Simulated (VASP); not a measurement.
## Ga4CN4: single point with PBE

System: Ga4CN4, a slab with vacuum.

```
CELL_PARAMETERS angstrom
3.21865 0.00000 0.00000
0.00000 5.24349 0.00000
0.00000 0.00000 19.19108
ATOMIC_POSITIONS crystal
Ga 0.00000 0.00087 0.20843
Ga 0.50000 0.50087 0.25685
Ga 0.50000 0.99186 0.36102
Ga 0.00000 0.46232 0.38971
N 0.00000 0.62413 0.20843
N 0.50000 0.12413 0.25685
N 0.50000 0.62145 0.36028
N 0.00000 0.11552 0.40076
C 0.16667 0.61552 0.49041
```

| Property | Result |
| --- | --- |
| Program | VASP 6.6.1 |
| Task | single point |
| Functional | PBE |
| Potentials or basis | VASP PAW PBE potentials, release 64 (Ga_d, N, C) |
| Cutoff | 520 eV |
| k mesh | 8 × 5 × 1 |
| Occupations | gaussian, width 0.05 eV |
| Spin | collinear spin |
| Starting moments | [0.0, 0.0, 0.0, 0.0, 0.0, 0.0, 0.0, 0.0, 2.0] μB |
| Dipole correction | yes |
| Further INCAR settings | ALGO = Normal; EDIFF = 1e-06; NBANDS = 52 |

The largest force is 2.427 eV/Å. The band gap on the k mesh is 0.08 eV (least direct gap 0.19 eV). The net moment is 2.00 μB per cell and the site moments are Ga +0.00, +0.01, +0.07 (each value once); N -0.01, +0.00, +0.06, +0.03; C +0.92 μB. The valence electrons inside the program's atomic spheres are Ga 11.64, 11.75, 11.84, 11.96; N 3.62, 3.68, 3.73, 3.70; C 2.04.

Forces in eV/Å, atoms in the order of the input:
```
Ga   0.002 -1.559  1.861
Ga  -0.004  0.857 -1.489
Ga   0.017 -0.167  0.249
Ga  -0.087  0.386  1.338
N   -0.022  0.556  0.669
N    0.002  0.222 -1.007
N    0.220  0.085 -1.006
N   -0.008 -0.560 -0.617
C   -0.119  0.179  0.003
```

Levels at points of the mesh, in eV from the valence-band top:
Spin up:
| k point | band 37 | band 38 | band 39 | band 40 | band 41 | band 42 |
| --- | --- | --- | --- | --- | --- | --- |
| (0.00, 0.00, 0.00) | -0.15 | -0.14 | -0.11 | 0.77 | 1.19 | 3.57 |
| (0.50, 0.00, 0.00) | -0.72 | -0.54 | -0.41 | 0.16 | 1.99 | 5.13 |
Spin down:
```tsv
k point	band 33	band 34	band 35	band 36	band 37	band 38	band 39	band 40	band 41	band 42
(0.00, 0.00, 0.00)	-1.08	-0.89	-0.72	-0.46	-0.13	0.64	1.48	1.72	3.07	3.75
(0.50, 0.00, 0.00)	-2.99	-2.62	-1.61	-0.87	-0.59	0.51	1.32	2.03	2.36	5.15
```

It took 11 min on 4 MPI ranks on Oxide Virtual Turin-like Processor (shared host), peak memory 0.78 GiB a rank.
